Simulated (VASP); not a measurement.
Here is a VASP 6.6.1 calculation.

INCAR

```
SYSTEM = O
  AGGAC = 1.0
  AGGAX = 1.0
  ALDAC = 0.0
  ALDAX = 1.0
  ALGO = Normal
  EDIFF = 1E-6
  ENCUT = 600
  GGA = B5
  GGA_COMPAT = .False.
  ISIF = 2
  ISMEAR = 0
  LASPH = .True.
  LCHARG = .True.
  LELF = .True.
  LREAL = .False.
  LVHAR = .True.
  LWAVE = .False.
  NBANDS = 13
  NELM = 120
  PREC = Accurate
  SIGMA = 0.1
```

KPOINTS

```
k-points
0
Gamma
  6 6 6
  0 0 0
```

File POSCAR:

```
O
1.0
    1.4233490221      0.8217709410      3.4083000000
   -1.4233490221      0.8217709410      3.4083000000
    0.0000000000     -1.6435418821      3.4083000000
O
2
Direct
    0.0577000000      0.0577000000      0.0577000000
    0.9423000000      0.9423000000      0.9423000000
```

Potentials or basis: VASP PAW PBE potentials, release 64 (O).

Command:

```sh
$ cat potpaw_PBE.64/O/POTCAR > POTCAR
$ mpirun -np 1 vasp_std > vasp.out
```

(1) Estimate the pressure.

(2) What does it give for the largest force?

Answers

(1) 11.7 GPa.

(2) 4.867 eV/Å.

Caveat: the k points lie up to 0.44 Å⁻¹ apart; the standard files for N, O and F lose accuracy on very short bonds; spin is off for a triplet molecule; the PAW data sets were made with another functional, which shifts forces and pressure a little.
